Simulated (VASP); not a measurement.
Runs of VASP 6.6.1 on MgTeF6. The structure is that of space group Pm-3m (No. 221), or close to it. The cells are those of the table. The cell was generated, and may not be a known phase.

| task | cell | k mesh | cutoff (eV) | smearing | gap on the mesh (eV) | pressure (GPa) | relaxed volume (Å³/atom) |
| --- | --- | --- | --- | --- | --- | --- | --- |
| single point | a = 4.535 Å, 8 atoms | 4 × 4 × 4 | 520 | gaussian 0.1 eV | (b) | -0.9 | - |
| relaxation of cell and atoms | relaxed from a = 5.041 Å, 8 atoms | 4 × 4 × 4 | 600 | gaussian 0.1 eV | (a) | 0.1 | 11.54 |
| relaxation of cell and atoms | relaxed from a = 4.535 Å, 8 atoms | 8 × 8 × 8 | 600 | gaussian 0.02 eV | 0.35 | 0.0 | 11.51 |
| single point | a = 4.532 Å, 8 atoms | 8 × 8 × 8 | 520 | gaussian 0.02 eV | 0.32 | (c) | - |
| single point | a = 5.041 Å, 8 atoms | 4 × 4 × 4 | 520 | gaussian 0.1 eV | 0.02 | -15.3 | - |

Alike in all rows: level PBE; potentials or basis VASP PAW PBE potentials, release 64 (Mg, Te, F); no spin polarisation.

Q: Estimate the missing entries.

A: (a) 0.36; (b) 0.33; (c) -0.8.

Caveats: semilocal functionals underestimate gaps, and a narrow one can read as zero; spin-orbit coupling is left out, which moves the levels of the heavy elements; the volume moved by over 15 % at a fixed basis, so the end points are rough (at least some runs); the cell stands under tension (at least some runs); the smearing spreads over this small gap (at least some runs).

A k mesh can miss the band edges, and the runs leave out spin-orbit coupling on Te.
